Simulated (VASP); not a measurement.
# GeW (P-6m2) in VASP: further runs

GeW is run at these levels: PBE; tasks: single point.

All numbers are computed with VASP 6.6.1; they aren't measurements. Logs are shortened: lines on timing, memory, paths and dates and some standing lists are left out, and cuts for length are marked.

### Step 1. The cell of the first run

Symmetry: P-6m2, No. 187, hexagonal system. Conventional cell: a = 3.143 Å, b = 3.143 Å, c = 3.734 Å, α = 90.00°, β = 90.00°, γ = 120.00°. Within 3.4 Å of Ge (site symmetry -6m2) lie 6 W at 2.60 Å and 6 Ge at 3.14 Å. Within 3.4 Å of W (site symmetry -6m2) lie 6 Ge at 2.60 Å and 6 W at 3.14 Å.

The cell was generated, and may not be a known phase.

### Step 2. Single point, PBE

INCAR

```
  ALGO = Normal
  EDIFF = 1E-6
  ENCUT = 500
  GGA = PE
  GGA_COMPAT = F
  ISIF = 2
  ISMEAR = 0
  LASPH = T
  LCHARG = F
  LREAL = F
  LWAVE = F
  NBANDS = 21
  NELM = 120
  PREC = Accurate
  SIGMA = 0.2
```

KPOINTS

```
k-points
0
Gamma
  7 7 4
```

POSCAR

```
GeW
1.0
    3.1429355169      0.0000000000      0.0000000000
   -1.5714677584      2.7218620001      0.0000000000
    0.0000000000      0.0000000000      3.7335560828
Ge W
1 1
Direct
    0.0000000000      0.0000000000      0.0000000000
    0.3333333333      0.6666666667      0.5000000000
```

Potentials or basis: VASP PAW PBE potentials, release 64 (Ge_d, W_sv).

The run is started by

```
> cat potpaw_PBE.64/Ge_d/POTCAR potpaw_PBE.64/W_sv/POTCAR > POTCAR
> mpirun -np 1 vasp_std > vasp.out
```

OUTCAR:

```text
EDIFF = 1E-6
   ENCUT = 500
   GGA = PE
   ISIF = 2
   ISMEAR = 0
   LASPH = T
   LREAL = F
   NELM = 120
   PREC = Accurate

 ion  position               nearest neighbor table
   1  0.000  0.000  0.000-   2 2.60   2 2.60   2 2.60   2 2.60   2 2.60   2 2.60
   2  0.333  0.667  0.500-   1 2.60   1 2.60   1 2.60   1 2.60   1 2.60   1 2.60

  LATTYP: Found a hexagonal cell.
 ALAT       =     3.1429355169
 C/A-ratio  =     1.1879200393

  Lattice vectors:

 A1 = (   3.1429355169,   0.0000000000,   0.0000000000)
 A2 = (  -1.5714677584,   2.7218620001,   0.0000000000)
 A3 = (   0.0000000000,   0.0000000000,   3.7335560828)

Analysis of symmetry for initial positions (statically):
=====================================================================
 Subroutine PRICEL returns:
 Original cell was already a primitive cell.

 Routine SETGRP: Setting up the symmetry group for a
 hexagonal supercell.

 Subroutine GETGRP returns: Found 12 space group operations
 (whereof 12 operations were pure point group operations)
 out of a pool of 24 trial point group operations.

The static configuration has the point symmetry D_3h.

Analysis of symmetry for dynamics (positions and initial velocities):
=====================================================================
 Subroutine PRICEL returns:
 Original cell was already a primitive cell.

 Routine SETGRP: Setting up the symmetry group for a
 hexagonal supercell.

 Subroutine GETGRP returns: Found 12 space group operations
 (whereof 12 operations were pure point group operations)
 out of a pool of 24 trial point group operations.

The dynamic configuration has the point symmetry D_3h.

 Subroutine INISYM returns: Found 12 space group operations
 (whereof 12 operations are pure point group operations),
 and found     1 'primitive' translations

----------------------------------------------------------------------------------------

                                     Primitive cell

  volume of cell :      31.9392

  direct lattice vectors                    reciprocal lattice vectors
     3.142935517  0.000000000  0.000000000     0.318173884  0.183697777  0.000000000
    -1.571467758  2.721862000  0.000000000     0.000000000  0.367395555  0.000000000
     0.000000000  0.000000000  3.733556083     0.000000000  0.000000000  0.267841162

  length of vectors
[... 77 lines left out ...]
   LSORBIT =      F    spin-orbit coupling
   LASPH  =      T    aspherical Exc in radial PAW
   ENCUT  =  500.0 eV  36.75 Ry    6.06 a.u.   5.73  5.73  6.81*2*pi/ulx,y,z
   NELM   =    120;   NELMIN=  2; NELMDL= -5     # of ELM steps
   EDIFF  = 0.1E-05   stopping-criterion for ELM
   LREAL  =      F    real-space projection
   EDIFFG = 0.1E-04   stopping-criterion for IOM
   NSW    =      0    number of steps for IOM
   IBRION =     -1    ionic relax: 0-MD 1-quasi-New 2-CG
   NFREE  =      0    steps in history (QN), initial steepest desc. (CG)
   ISIF   =      2    stress and relaxation
   ISYM   =      2    0-nonsym 1-usesym 2-fastsym
   POTIM  = 0.5000    time-step for ionic-motion
   TEBEG  =    0.0;   TEEND  =   0.0 temperature during run
   PSTRESS=    0.0 pullay stress
   NELECT =      28.0000    total number of electrons
   NUPDOWN=      -1.0000    fix difference up-down
   EMIN   =  10.00;   EMAX   =-10.00  energy-range for DOS
   EFERMI =   0.00;   METHOD = LEGACY
   ISMEAR =     0;   SIGMA  =   0.20  broadening in eV -4-tet -1-fermi 0-gaus
   EFERMI_NEDOS =   21; number of points for ismear=-14 and -15
   IALGO  =     38    algorithm
   IMIX   =      4    mixing-type and parameters
     AMIX     =   0.40;   BMIX     =  1.00
     AMIX_MAG =   1.60;   BMIX_MAG =  1.00
  volume/ion in A,a.u.               =      15.97       107.77
  Fermi-wavevector in a.u.,A,eV,Ry     =   1.566821  2.960863 33.401330  2.454928
  Thomas-Fermi vector in A             =   2.669092
   LORBIT       =      0    0 simple, 1 ext, 2 COOP (PROOUT), +10 PAW based schemes
   GGA     = PE    functional components
   LHFCALC =     F    Hartree Fock is set to
   AEXX    =    0.0000 exact exchange contribution
   IVDW    =     0    specifies the selected vdW correction
   LEPSILON=     F    determine dielectric tensor
   LRPA    =     F    only Hartree local field effects (RPA)
 non-spin polarized calculation
 Gauss-broadening in eV      SIGMA  =   0.20
  energy-cutoff  :      500.00
  volume of cell :       31.94
 maximum number of plane-waves:       820
 NGX is ok and might be reduce to    24
   NGX = 11   NGY = 11   NGZ = 13

 number of electron      27.9999990 magnetization

 Free energy of the ion-electron system (eV)
  ---------------------------------------------------
  ext. energy  EPLUGINS =         0.00000000
  ---------------------------------------------------
  free energy    TOTEN  =       -16.99656761 eV

  energy without entropy =      -16.98086767  energy(sigma->0) =      -16.98871764

 E-fermi :   9.7805     XC(G=0): -12.8539

 val. band max:        9.6713432885   @ k =   0.0000   0.0000   0.5000
 cond. band min:       9.9376882488   @ k =   0.1429   0.1429   0.5000
 fundamental gap:      0.2663449602
 Fermi energy:         9.7805170375

 k-point     1 :       0.0000    0.0000    0.0000
  band No.  band energies     occupation
      1     -64.3276      2.00000
      2     -28.6434      2.00000
      3     -28.3550      2.00000
      4     -28.3550      2.00000
      5     -14.6963      2.00000
      6     -14.6963      2.00000
[... 565 lines left out ...]
     20      17.3247      0.00000
     21      23.3223      0.00000

------------------------ aborting loop because EDIFF is reached ----------------------------------------

  FORCE on cell =-STRESS in cart. coord.  units (eV):
  Direction    XX          YY          ZZ          XY          YZ          ZX
  --------------------------------------------------------------------------------------
  -------------------------------------------------------------------------------------
  Total        0.1369720      0.1369720      0.0917637      0.0000000     -0.0000000      0.0000000
  in kB        6.8709708      6.8709708      4.6031743      0.0000000     -0.0000000      0.0000000
  external PRESSURE =       6.1150387 kB  Pullay stress =       0.0000000 kB

 VOLUME and BASIS-vectors are now :
 -----------------------------------------------------------------------------
  energy-cutoff  :      500.00
  volume of cell :       31.94
      direct lattice vectors                 reciprocal lattice vectors
     3.142935517  0.000000000  0.000000000     0.318173884  0.183697777  0.000000000
    -1.571467758  2.721862000  0.000000000     0.000000000  0.367395555  0.000000000
     0.000000000  0.000000000  3.733556083     0.000000000  0.000000000  0.267841162

 POSITION                                       TOTAL-FORCE (eV/Angst)
 -----------------------------------------------------------------------------------
      0.00000      0.00000      0.00000         0.000000      0.000000      0.000000
     -0.00000      1.81457      1.86678        -0.000000     -0.000000      0.000000
 -----------------------------------------------------------------------------------
    total drift:                                0.000000     -0.000000     -0.000000

  FREE ENERGIE OF THE ION-ELECTRON SYSTEM (eV)
  ---------------------------------------------------
  free  energy   TOTEN  =       -16.9965676112 eV

  energy  without entropy=      -16.9808676700  energy(sigma->0) =      -16.98871764
```

stdout:

```text
POSCAR found type information on POSCAR GeW
 POSCAR found :  2 types and       2 ions
 scaLAPACK will be used
 LDA part: xc-table for (Slater+PW92), standard interpolation
 POSCAR, INCAR and KPOINTS ok, starting setup
 FFT: planning ... GRIDC
 FFT: planning ... GRID_SOFT
 FFT: planning ... GRID
 WAVECAR not read
 entering main loop
```

Run time: 13 s. Hardware: 1 thread of AMD EPYC 7R13 (Zen 3), shared host; peak memory 0.12 GiB.

Results:

```
Free energy            : -16.9966 eV
Pressure               : 0.6 GPa
Band gap on the k mesh : zero (bands 14 and 15 overlap by 0.66 eV)
```

Caveat: the k points lie up to 0.42 Å⁻¹ apart, too coarse for converged energies and pressures of a metal; spin-orbit coupling is left out, which moves the levels of the heavy elements.

### Step 3. Single point, PBE

INCAR

```
SYSTEM = GeW
PREC = Accurate ; ENCUT = 500
EDIFF = 1E-6 ; ISMEAR = 0
SIGMA = 0.2 ; LREAL = .FALSE.
LASPH = .TRUE. ; NELM = 120
ALGO = Normal ; ISIF = 2
LWAVE = .FALSE. ; LCHARG = .FALSE.
GGA = PE ; NBANDS = 21
GGA_COMPAT = .FALSE.
```

KPOINTS

```
Automatic mesh
0
G
  7 7 4
  0 0 0
```

POSCAR

```
GeW
1.0
    3.1430603020      0.0000000000      0.0000000000
   -1.5715301510      2.7219700672      0.0000000000
    0.0000000000      0.0000000000      3.7356207026
Ge W
1 1
Direct
    0.6666666667      0.3333333333      0.0000000000
    0.0000000000      0.0000000000      0.5000000000
```

Potentials or basis: VASP PAW PBE potentials, release 64 (Ge_d, W_sv).

The run is started by

```
> cat potpaw_PBE.64/Ge_d/POTCAR potpaw_PBE.64/W_sv/POTCAR > POTCAR
> mpirun -np 1 vasp_std > vasp.out
```

OUTCAR:

```text
SYSTEM = GeW
   PREC = Accurate
   ENCUT = 500
   EDIFF = 1E-6
   ISMEAR = 0
   LREAL = .FALSE.
   LASPH = .TRUE.
   NELM = 120
   ISIF = 2
   GGA = PE

 ion  position               nearest neighbor table
   1  0.667  0.333  0.000-   2 2.60   2 2.60   2 2.60   2 2.60   2 2.60   2 2.60
   2  0.000  0.000  0.500-   1 2.60   1 2.60   1 2.60   1 2.60   1 2.60   1 2.60

  LATTYP: Found a hexagonal cell.
 ALAT       =     3.1430603020
 C/A-ratio  =     1.1885297588

  Lattice vectors:

[... 762 lines left out ...]

  FORCE on cell =-STRESS in cart. coord.  units (eV):
  Direction    XX          YY          ZZ          XY          YZ          ZX
  --------------------------------------------------------------------------------------
  -------------------------------------------------------------------------------------
  Total        0.1108978      0.1108978      0.0552726     -0.0000000     -0.0000000      0.0000000
  in kB        5.5594881      5.5594881      2.7709061     -0.0000000     -0.0000000      0.0000000
  external PRESSURE =       4.6299608 kB  Pullay stress =       0.0000000 kB

 VOLUME and BASIS-vectors are now :
 -----------------------------------------------------------------------------
  energy-cutoff  :      500.00
  volume of cell :       31.96
      direct lattice vectors                 reciprocal lattice vectors
     3.143060302  0.000000000  0.000000000     0.318161252  0.183690484  0.000000000
    -1.571530151  2.721970067  0.000000000     0.000000000  0.367380969  0.000000000
     0.000000000  0.000000000  3.735620703     0.000000000  0.000000000  0.267693130

 POSITION                                       TOTAL-FORCE (eV/Angst)
 -----------------------------------------------------------------------------------
      1.57153      0.90732      0.00000        -0.000000      0.000000      0.000000
      0.00000      0.00000      1.86781         0.000000     -0.000000      0.000000
 -----------------------------------------------------------------------------------
    total drift:                               -0.000000      0.000000      0.000000

  FREE ENERGIE OF THE ION-ELECTRON SYSTEM (eV)
  ---------------------------------------------------
  free  energy   TOTEN  =       -16.9966280561 eV

  energy  without entropy=      -16.9809942339  energy(sigma->0) =      -16.98881115
```

Run time: 13 s. Hardware: 1 thread of AMD EPYC 7R13 (Zen 3), shared host; peak memory 0.12 GiB.

Results:

- Free energy: -16.9966 eV
- Pressure: 0.5 GPa
- Band gap on the k mesh: zero (bands 14 and 15 overlap by 0.66 eV)

Caveat: the k points lie up to 0.42 Å⁻¹ apart, too coarse for converged energies and pressures of a metal; spin-orbit coupling is left out, which moves the levels of the heavy elements.

The gap in the log of VASP goes by the Fermi energy; the results here count the filled bands.